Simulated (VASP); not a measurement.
A run of VASP 6.6.1 is set up as follows.

The input POSCAR:

```
Pb2O
1.0
    3.3886485133      0.0000000000      0.0000000000
   -1.6943242566      2.9346556970      0.0000000000
    0.0000000000      0.0000000000      6.6594768624
Pb O
2 1
Direct
    0.6666666667      0.3333333333      0.2493052892
    0.3333333333      0.6666666667      0.7506947108
    0.0000000000      0.0000000000      0.0000000000
```

The input INCAR.step1:

```
SYSTEM = Pb2O
PREC = Accurate
ENCUT = 520
ISMEAR = 0
SIGMA = 0.1
LREAL = .False.
LASPH = .True.
NELM = 80
NBANDS = 24
GGA = PE
ALGO = Normal
EDIFF = 1E-4
LWAVE = .True.
LCHARG = .False.
```

File INCAR.step2:

```
SYSTEM = Pb2O
PREC = Accurate
ENCUT = 520
EDIFF = 1E-7
ISMEAR = 0
SIGMA = 0.1
LREAL = .False.
LASPH = .True.
NELM = 80
ALGO = Normal
ISIF = 2
LWAVE = .False.
LCHARG = .False.
METAGGA = R2SCAN
LMIXTAU = .True.
NBANDS = 24
ISTART = 1
```

KPOINTS

```
regular mesh
0
Gamma
  12 12 6
  0 0 0
```

Potentials or basis: VASP PAW PBE potentials, release 64 (Pb_d, O).

Run with:

```console
$ cat potpaw_PBE.64/Pb_d/POTCAR potpaw_PBE.64/O/POTCAR > POTCAR
$ cp INCAR.step1 INCAR
$ mpirun -np 1 vasp_std > vasp.out
$ cp INCAR.step2 INCAR
$ mpirun -np 1 vasp_std > vasp.out
```

**Question.** Predict the pressure.

**Answer.** 0.1 GPa.

**Question.** Estimate the largest force.

**Answer.** 0.033 eV/Å.

**Question.** Estimate the band gap on the k mesh.

**Answer.** Zero (bands 17 and 18 overlap by 2.50 eV).

Forces on the atoms (eV/Å):
```
Pb   0.000  0.000  0.033
Pb   0.000  0.000 -0.033
O    0.000  0.000  0.000
```

Caveat: the PAW data sets were made with another functional, which shifts forces and pressure a little; spin-orbit coupling is left out, which moves the levels of the heavy elements.
